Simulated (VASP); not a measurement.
Input of a VASP 6.6.1 run:

Contents of INCAR:

```
SYSTEM = Al2O3
ALGO = Normal
EDIFF = 1E-7
ENCUT = 520
GGA = PE
ISIF = 2
ISMEAR = -1
LASPH = .True.
LCHARG = .True.
LELF = .True.
LREAL = .False.
LVHAR = .True.
LWAVE = .False.
NBANDS = 35
NELM = 60
PREC = Accurate
SIGMA = 0.02
```

KPOINTS

```
k-points
0
Gamma
  8 8 8
  0 0 0
```

File POSCAR:

```
Al2O3
1.0
    2.4115726709      1.3923221307      4.3888714495
   -2.4115726709      1.3923221307      4.3888714495
    0.0000000000     -2.7846442615      4.3888714494
Al O
4 6
Direct
    0.3521750081      0.3521750081      0.3521750081
    0.1478249919      0.1478249919      0.1478249919
    0.6478249919      0.6478249919      0.6478249919
    0.8521750081      0.8521750081      0.8521750081
    0.5561509725      0.9438490275      0.2500000000
    0.2500000000      0.5561509725      0.9438490275
    0.9438490275      0.2500000000      0.5561509725
    0.4438490275      0.0561509725      0.7500000000
    0.7500000000      0.4438490275      0.0561509725
    0.0561509725      0.7500000000      0.4438490275
```

Potentials or basis: VASP PAW PBE potentials, release 64 (Al, O).

Command:

```console
$ cat potpaw_PBE.64/Al/POTCAR potpaw_PBE.64/O/POTCAR > POTCAR
$ mpirun -np 1 vasp_std > vasp.out
```

(1) Estimate the pressure.

(2) Predict the largest force.

(3) Predict the band gap on the k mesh.

## Answers

(1) -2.2 GPa.

(2) 0.007 eV/Å.

(3) 5.73 eV.
